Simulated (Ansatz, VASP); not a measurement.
Be: VASP beside Ansatz

File INCAR:

```
PREC = Accurate
ENCUT = 520
EDIFF = 1E-6
ISMEAR = 0
SIGMA = 0.03
LREAL = F
LASPH = T
NELM = 60
ALGO = Normal
ISIF = 2
LWAVE = F
LCHARG = F
GGA = PE
NBANDS = 9
```

The input KPOINTS:

```
Automatic mesh
0
Gamma
  16 16 9
```

POSCAR

```
Be
1.0
    2.2656737714      0.0000000000      0.0000000000
   -1.1328368857      1.9621310427      0.0000000000
    0.0000000000      0.0000000000      3.5587036811
Be
2
Direct
    0.3333333333      0.6666666667      0.2500000000
    0.6666666667      0.3333333333      0.7500000000
```

Input for Ansatz:

```yaml
crystal:
  lattice:
    - [2.2656737714, 0.0, 0.0]
    - [-1.1328368857, 1.9621310427, 0.0]
    - [0.0, 0.0, 3.5587036811]
  atoms:
    - { symbol: Be, position: [0.3333333333, 0.6666666667, 0.25] }
    - { symbol: Be, position: [0.6666666667, 0.3333333333, 0.75] }
hamiltonian:
  xc: pbe
  pseudopotentials:
    kind: paw
    azcp:
      Be: "pseudopotentials/Be.paw.azcp"
basis:
  ecutwfc: 420
  fft_grid_basis: typed
kpoints:
  mp_grid: { grid: [16, 16, 9], shift: [0, 0, 0] }
magnetization:
  spin_polarized: false
scf:
  occupations: { method: gaussian, width: 0.03 }
  lower_state_search: "off"
output:
  stress: true
  write_density: true
  write_potential: true
  elf: true
  volumetric_format: npy
```

Alike in both runs: task single point; functional PBE; k mesh 16 × 16 × 9; occupations gaussian, width 0.03 eV; no spin polarisation.

```csv
,VASP,Ansatz
version,VASP 6.6.1,Ansatz 0.2.0
potentials or method,"VASP PAW PBE potentials, release 64 (Be), cutoff 520 eV","plane waves (420 eV) with PAW, scalar-relativistic"
valence electrons in the cell,4,4
```

VASP gave:

| Property | Result |
| --- | --- |
| pressure (GPa) | 0.2 |
| traceless stress, the component that is largest in VASP (GPa) | -0.21 |

Problem. What did Ansatz give for the same quantities?

Solution. Pressure (GPa): 0.0; traceless stress, the component that is largest in VASP (GPa): -0.24.
